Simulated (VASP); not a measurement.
# Si (I4/mmm) in VASP: a series of runs, part 2 of 2

VASP 6.6.1. Earlier steps stand in the parts before.

**3. Single point, r2SCAN (strain -0.030 along x and y, +0.015 along z)**

File POSCAR:

```
Si
1.0
   -3.2275097648      3.2275097648      1.9507087293
    3.2275097648     -3.2275097648      1.9507087293
    3.2275097648      3.2275097648     -1.9507087293
Si
4
Direct
    0.1787531995      0.1787531995      0.3575063991
    0.8212468005      0.8212468005      0.6424936010
    0.1787531995      0.8212468005      0.0000000000
    0.8212468005      0.1787531995      0.0000000000
```

File INCAR.step1:

```
ALGO = Normal ; EDIFF = 1E-4
ENCUT = 520 ; GGA = PE
ISMEAR = 0 ; LASPH = T
LCHARG = F ; LREAL = F
LWAVE = T ; NBANDS = 16
NELM = 80 ; PREC = Accurate
SIGMA = 0.05
```

File INCAR.step2:

```
ALGO = Normal ; EDIFF = 1E-6
ENCUT = 520 ; ISIF = 2
ISMEAR = 0 ; ISTART = 1
LASPH = T ; LCHARG = T
LELF = T ; LMIXTAU = T
LREAL = F ; LVHAR = T
LWAVE = F ; METAGGA = R2SCAN
NBANDS = 16 ; NELM = 80
PREC = Accurate ; SIGMA = 0.05
```

File KPOINTS:

```
k-points
0
Gamma
  10 10 10
```

Potentials or basis: VASP PAW PBE potentials, release 64 (Si).

Command:

```
$ cat potpaw_PBE.64/Si/POTCAR > POTCAR
$ cp INCAR.step1 INCAR
$ mpirun -np 1 vasp_std > vasp.out
$ cp INCAR.step2 INCAR
$ mpirun -np 1 vasp_std > vasp.out
```

OUTCAR:

```text
EDIFF = 1E-6
   ENCUT = 520
   ISIF = 2
   ISMEAR = 0
   ISTART = 1
   LASPH = T
   LREAL = F
   METAGGA = R2SCAN
   NELM = 80
   PREC = Accurate

 ion  position               nearest neighbor table
   1  0.179  0.179  0.358-   3 2.31   4 2.31   2 2.34   2 2.34
   2  0.821  0.821  0.642-   3 2.31   4 2.31   1 2.34   1 2.34
   3  0.179  0.821  0.000-   2 2.31   1 2.31   4 2.34   4 2.34
   4  0.821  0.179  0.000-   2 2.31   1 2.31   3 2.34   3 2.34

  LATTYP: Found a body centered tetragonal cell.
 ALAT       =     6.4550195296
 C/A-ratio  =     0.6044005662

  Lattice vectors:

 A1 = (  -3.2275097648,   3.2275097648,   1.9507087293)
 A2 = (   3.2275097648,  -3.2275097648,   1.9507087293)
 A3 = (   3.2275097648,   3.2275097648,  -1.9507087293)

Analysis of symmetry for initial positions (statically):
=====================================================================
 Subroutine PRICEL returns:
 Original cell was already a primitive cell.

 Routine SETGRP: Setting up the symmetry group for a
 body centered tetragonal supercell.

 Subroutine GETGRP returns: Found 16 space group operations
 (whereof 16 operations were pure point group operations)
 out of a pool of 16 trial point group operations.

The static configuration has the point symmetry D_4h.

Analysis of symmetry for dynamics (positions and initial velocities):
=====================================================================
 Subroutine PRICEL returns:
 Original cell was already a primitive cell.

 Routine SETGRP: Setting up the symmetry group for a
 body centered tetragonal supercell.

 Subroutine GETGRP returns: Found 16 space group operations
 (whereof 16 operations were pure point group operations)
 out of a pool of 16 trial point group operations.

The dynamic configuration has the point symmetry D_4h.

 Subroutine INISYM returns: Found 16 space group operations
 (whereof 16 operations are pure point group operations),
 and found     1 'primitive' translations

[... 114 lines left out ...]
   EFERMI_NEDOS =   21; number of points for ismear=-14 and -15
   IALGO  =     38    algorithm
   IMIX   =      4    mixing-type and parameters
     AMIX     =   0.40;   BMIX     =  1.00
     AMIX_MAG =   1.60;   BMIX_MAG =  1.00
  volume/ion in A,a.u.               =      20.32       137.13
  Fermi-wavevector in a.u.,A,eV,Ry     =   0.952326  1.799635 12.339461  0.906925
  Thomas-Fermi vector in A             =   2.080878
   LORBIT       =      0    0 simple, 1 ext, 2 COOP (PROOUT), +10 PAW based schemes
   METAGGA = R2SCAN    functional components
   LHFCALC =     F    Hartree Fock is set to
   AEXX    =    0.0000 exact exchange contribution
   IVDW    =     0    specifies the selected vdW correction
   LEPSILON=     F    determine dielectric tensor
   LRPA    =     F    only Hartree local field effects (RPA)
 non-spin polarized calculation
 Gauss-broadening in eV      SIGMA  =   0.05
  energy-cutoff  :      520.00
  volume of cell :       81.28
 maximum number of plane-waves:      2208
 NGX is ok and might be reduce to    40
   NGX = 19   NGY = 19   NGZ = 19

 number of electron      16.0000000 magnetization

 Free energy of the ion-electron system (eV)
  ---------------------------------------------------
  ext. energy  EPLUGINS =         0.00000000
  ---------------------------------------------------
  free energy    TOTEN  =       -34.51341145 eV

  energy without entropy =      -34.51329451  energy(sigma->0) =      -34.51335298

 E-fermi :   5.9263     XC(G=0):  -9.7147

 val. band max:        5.9237636652   @ k =   0.5000   0.5000   0.5000
 cond. band min:       5.9828198842   @ k =   0.5000   0.5000   0.4000
 fundamental gap:      0.0590562190
 Fermi energy:         5.9263476339

 k-point     1 :       0.0000    0.0000    0.0000
  band No.  band energies     occupation
      1      -7.1516      2.00000
      2      -2.0976      2.00000
      3      -0.0845      2.00000
      4      -0.0845      2.00000
      5       1.6595      2.00000
      6       3.9883      2.00000
[... 433 lines left out ...]
      3      -1.8087      2.00000
      4       0.4468      2.00000
      5       1.2880      2.00000
      6       2.5696      2.00000
[... 8 lines left out ...]
     15      12.3990      0.00000
     16      12.8561      0.00000

 [... further k-points ...]
[... 5 lines left out ...]
  --------------------------------------------------------------------------------------
  -------------------------------------------------------------------------------------
  Total        3.7616179      3.7616179     -0.9269940      0.0000000     -0.0000000      0.0000000
  in kB       74.1477044     74.1477044    -18.2725827      0.0000000     -0.0000000      0.0000000
  external PRESSURE =      43.3409420 kB  Pullay stress =       0.0000000 kB

 VOLUME and BASIS-vectors are now :
 -----------------------------------------------------------------------------
  energy-cutoff  :      520.00
  volume of cell :       81.28
      direct lattice vectors                 reciprocal lattice vectors
    -3.227509765  3.227509765  1.950708729     0.000000000  0.154918199  0.256317098
     3.227509765 -3.227509765  1.950708729     0.154918199  0.000000000  0.256317098
     3.227509765  3.227509765 -1.950708729     0.154918199  0.154918199  0.000000000

 POSITION                                       TOTAL-FORCE (eV/Angst)
 -----------------------------------------------------------------------------------
      1.15386      1.15386     -0.00000         0.488266      0.488266     -0.000000
      2.07365      2.07365      1.95071        -0.488266     -0.488266      0.000000
      2.07365     -2.07365      1.95071        -0.488266      0.488266     -0.000000
     -2.07365      2.07365      1.95071         0.488266     -0.488266      0.000000
 -----------------------------------------------------------------------------------
    total drift:                               -0.000000     -0.000000      0.000000

  FREE ENERGIE OF THE ION-ELECTRON SYSTEM (eV)
  ---------------------------------------------------
  free  energy   TOTEN  =       -34.5134114490 eV

  energy  without entropy=      -34.5132945137  energy(sigma->0) =      -34.51335298
```

OUTCAR.step1:

```text
EDIFF = 1E-4
   ENCUT = 520
   GGA = PE
   ISMEAR = 0
[... 686 lines left out ...]
      1.15386      1.15386     -0.00000         0.496090      0.496090     -0.000000
      2.07365      2.07365      1.95071        -0.496090     -0.496090      0.000000
      2.07365     -2.07365      1.95071        -0.496090      0.496090     -0.000000
     -2.07365      2.07365      1.95071         0.496090     -0.496090     -0.000000
 -----------------------------------------------------------------------------------
    total drift:                               -0.000000     -0.000000      0.000000

  FREE ENERGIE OF THE ION-ELECTRON SYSTEM (eV)
  ---------------------------------------------------
  free  energy   TOTEN  =       -21.1454356715 eV

  energy  without entropy=      -21.1452125518  energy(sigma->0) =      -21.14532411
```

It took 11 min on 1 thread of Intel Xeon Platinum 8259CL at 2.50GHz (Skylake/Cascade Lake), shared host; peak memory 0.3 GiB.

What came out:

```yaml
Free_energy: -34.5134 eV
Pressure: 4.3 GPa
Largest_force: 0.691 eV/Å
Band_gap_on_the_k_mesh: zero (filled and empty bands touch)
```

Forces in eV/Å, atoms in the order of the input:
```
Si   0.488  0.488  0.000
Si  -0.488 -0.488  0.000
Si  -0.488  0.488  0.000
Si   0.488 -0.488  0.000
```

Caveat: the cell differs from its parent crystal (strain -0.030 along x and y, +0.015 along z); the cell stands under pressure; semilocal functionals underestimate gaps, so a narrow gap can read as zero; the PAW data sets were made with another functional, which shifts forces and pressure a little.
